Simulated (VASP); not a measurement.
Wanted: the native input for a VASP 6.6.1 run.

```
Task                   : single point
Functional             : r2SCAN
Potentials or basis    : VASP PAW PBE potentials, release 64 (Zn, O)
Cutoff                 : 520 eV
k mesh                 : 12 × 12 × 6
Occupations            : gaussian, width 0.05 eV
Spin                   : no spin polarisation
Dipole correction      : no
Further INCAR settings : ALGO = Normal; EDIFF = 1e-07; NBANDS = 26
```

The system is ZnO.

```xyz
4
Lattice="3.4119 0.0000 0.0000 -1.7059 2.9548 0.0000 0.0000 0.0000 5.2038" Properties=species:S:1:pos:R:3 pbc="T T T"
Zn    0.0000    1.9698    0.0000
Zn    1.7059    0.9849    2.6019
O     0.0000    1.9698    1.9884
O     1.7059    0.9849    4.5903
```

This cell differs from its parent crystal: strain +0.050 along x and y, +0.000 along z.

These files were run (other wordings do the same):

POSCAR

```
ZnO
1.0
    3.4118686601      0.0000000000      0.0000000000
   -1.7059343300      2.9547649340      0.0000000000
    0.0000000000      0.0000000000      5.2038000000
Zn O
2 2
Direct
    0.3333333333      0.6666666667      0.0000000000
    0.6666666667      0.3333333333      0.5000000000
    0.3333333333      0.6666666667      0.3821000000
    0.6666666667      0.3333333333      0.8821000000
```

INCAR.step1

```
  ALGO = Normal
  EDIFF = 1E-4
  ENCUT = 520
  GGA = PE
  ISMEAR = 0
  LASPH = T
  LCHARG = F
  LREAL = F
  LWAVE = T
  NBANDS = 26
  NELM = 80
  PREC = Accurate
  SIGMA = 0.05
```

INCAR.step2

```
  ALGO = Normal
  EDIFF = 1E-7
  ENCUT = 520
  ISIF = 2
  ISMEAR = 0
  ISTART = 1
  LASPH = T
  LCHARG = F
  LMIXTAU = T
  LREAL = F
  LWAVE = F
  METAGGA = R2SCAN
  NBANDS = 26
  NELM = 80
  PREC = Accurate
  SIGMA = 0.05
```

KPOINTS

```
k-points
0
Gamma
  12 12 6
```

Potentials or basis: VASP PAW PBE potentials, release 64 (Zn, O).

Run with:

```console
$ cat potpaw_PBE.64/Zn/POTCAR potpaw_PBE.64/O/POTCAR > POTCAR
$ cp INCAR.step1 INCAR
$ mpirun -np 1 vasp_std > vasp.out
$ cp INCAR.step2 INCAR
$ mpirun -np 1 vasp_std > vasp.out
```

Results of the run:

The pressure is -11.6 GPa, the largest force is 0.256 eV/Å and the band gap on the k mesh is 1.09 eV.

Caveat: the cell differs from its parent crystal (strain +0.050 along x and y, +0.000 along z); the stress differs along the axes, from -15 to -6 GPa; the PAW data sets were made with another functional, which shifts forces and pressure a little.

Wall time 3.4 min on 1 thread of Intel(R) Xeon(R) 6975P-C (Granite Rapids), with other jobs on the host, peak memory 0.23 GiB.
